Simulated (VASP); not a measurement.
A run of VASP 6.6.1 is set up as follows.

INCAR

```
SYSTEM = Ti
ALGO     = Normal         ! electronic algorithm
EDIFF    = 1E-6           ! SCF threshold, eV
EDIFFG   = -0.01          ! ionic threshold
ENCUT    = 600            ! plane-wave cutoff, eV
GGA      = PS             ! functional
IBRION   = 2              ! ionic algorithm
ISIF     = 3              ! what is computed and relaxed
ISMEAR   = -1             ! smearing method
IVDW     = 12             ! dispersion correction
LASPH    = .True.         ! aspherical terms in the spheres
LCHARG   = .False.        ! write CHGCAR
LREAL    = .False.        ! projectors in reciprocal space
LWAVE    = .False.        ! write WAVECAR
NELM     = 100            ! most SCF steps
NSW      = 80             ! ionic steps
PREC     = Accurate       ! precision mode
SIGMA    = 0.05           ! smearing width, eV
```

The input KPOINTS:

```
k-points
0
Gamma
  8 8 11
  0 0 0
```

File POSCAR:

```
Ti
1.0
    4.6000000000      0.0000000000      0.0000000000
   -2.3000000000      3.9837168574      0.0000000000
    0.0000000000      0.0000000000      2.8200000000
Ti
3
Direct
    0.0000000000      0.0000000000      0.0000000000
    0.3333333333      0.6666666667      0.5000000000
    0.6666666667      0.3333333333      0.5000000000
```

Potentials or basis: VASP PAW PBE potentials, release 64 (Ti_sv).

Command:

```bash
$ cat potpaw_PBE.64/Ti_sv/POTCAR > POTCAR
$ mpirun -np 1 vasp_std > vasp.out
```

Question: What does it give for the band gap on the k mesh?

Answer: Zero (bands 18 and 19 overlap by 0.40 eV).

Question: What does it give for the relaxed cell?

Answer: a = 4.430 Å, b = 4.430 Å, c = 2.750 Å, α = 90.00°, β = 90.00°, γ = 120.00°.

Question: Predict the relaxed volume.

Answer: 15.58 Å³/atom.

Final structure:
```cif
data_structure
_symmetry_space_group_name_H-M 'P 1'
_symmetry_Int_Tables_number 1
_cell_length_a 4.4301
_cell_length_b 4.4301
_cell_length_c 2.7501
_cell_angle_alpha 90.000
_cell_angle_beta 90.000
_cell_angle_gamma 120.000
_cell_volume 46.74
loop_
_atom_site_label
_atom_site_type_symbol
_atom_site_fract_x
_atom_site_fract_y
_atom_site_fract_z
_atom_site_occupancy
Ti1 Ti 0.00000 0.00000 0.00000 1
Ti2 Ti 0.33333 0.66667 0.50000 1
Ti3 Ti 0.66667 0.33333 0.50000 1
```

Caveat: the PAW data sets were made with another functional, which shifts forces and pressure a little.
